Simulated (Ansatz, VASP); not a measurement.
One calculation of LiCl, two programs

INCAR

```
SYSTEM = LiCl
ALGO = Normal
EDIFF = 1E-7
EDIFFG = -0.05
ENCUT = 600
GGA = PE
IBRION = 2
ISIF = 3
ISMEAR = 0
IVDW = 12
LASPH = .True.
LCHARG = .False.
LREAL = .False.
LWAVE = .False.
NELM = 100
NSW = 80
PREC = Accurate
SIGMA = 0.01
```

File KPOINTS:

```
k-points
0
Gamma
  6 6 6
  0 0 0
```

POSCAR

```
LiCl
1.0
    0.0000000000      2.5647700000      2.5647700000
    2.5647700000      0.0000000000      2.5647700000
    2.5647700000      2.5647700000      0.0000000000
Li Cl
1 1
Direct
    0.0000000000      0.0000000000      0.0000000000
    0.5000000000      0.5000000000      0.5000000000
```

Input for Ansatz:

```yaml
crystal:
  lattice:
    - [0.0, 2.56477, 2.56477]
    - [2.56477, 0.0, 2.56477]
    - [2.56477, 2.56477, 0.0]
  atoms:
    - { symbol: Li, position: [0.0, 0.0, 0.0] }
    - { symbol: Cl, position: [0.5, 0.5, 0.5] }
kpoints:
  mp_grid:
    grid: [6, 6, 6]
hamiltonian:
  xc: pbe
  dispersion: d3bj
scf:
  occupations:
    method: fixed
relax:
  f_tol: 0.05
  max_steps: 60
  cell: {}
```

Alike in both runs: task relaxation of cell and atoms; functional PBE; dispersion D3(BJ); k mesh 6 × 6 × 6; no spin polarisation.

```csv
,VASP,Ansatz
version,VASP 6.6.1,Ansatz 0.2.0
potentials or method,"VASP PAW PBE potentials, release 64 (Li_sv, Cl)","plane waves, PAW"
plane-wave cutoff (eV),600,420
occupations,"gaussian, width 0.01 eV",fixed
valence electrons in the cell,10,10
```

|  | VASP | Ansatz | Ansatz less VASP |
| --- | --- | --- | --- |
| relaxed volume (Å³/atom) | 15.94 | 15.97 | +0.032 |
| relaxed cell length with the largest relative difference (Å) | 3.559 | 3.562 | +0.0024 |

Noted on VASP's run: the cutoff is short for stress, so the pressure is rough.
